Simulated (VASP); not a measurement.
Al: single point with PBEsol

Crystal: Al.

```
Al
1.0
     0.00000    1.94428    1.94428
     1.94428    0.00000    1.94428
     1.94428    1.94428    0.00000
Al
1
Direct
  0.00000 0.00000 0.00000
```

```
Program             : VASP 6.6.1
Task                : single point
Functional          : PBEsol
Potentials or basis : VASP PAW PBE potentials, release 64 (Al)
Cutoff              : 500 eV
k mesh              : 9 × 9 × 9
Occupations         : fermi-dirac, width 0.1 eV
Spin                : no spin polarisation
```

- Pressure: 10.1 GPa
- Band gap on the k mesh: zero (an odd number of electrons rules out a gap without spin polarisation)

Levels at points of the mesh, in eV from the Fermi level:
```
           k point  band 1  band 2  band 3  band 4  band 5  band 6
(0.00, 0.00, 0.00)  -11.95   13.26   13.26   13.26   15.67   15.67
```

It took 1.7 s on 1 thread of Intel(R) Xeon(R) 6975P-C (Granite Rapids), with other jobs on the host, peak memory 0.11 GiB.

Caveat: the cell stands under pressure; the PAW data sets were made with another functional, which shifts forces and pressure a little.
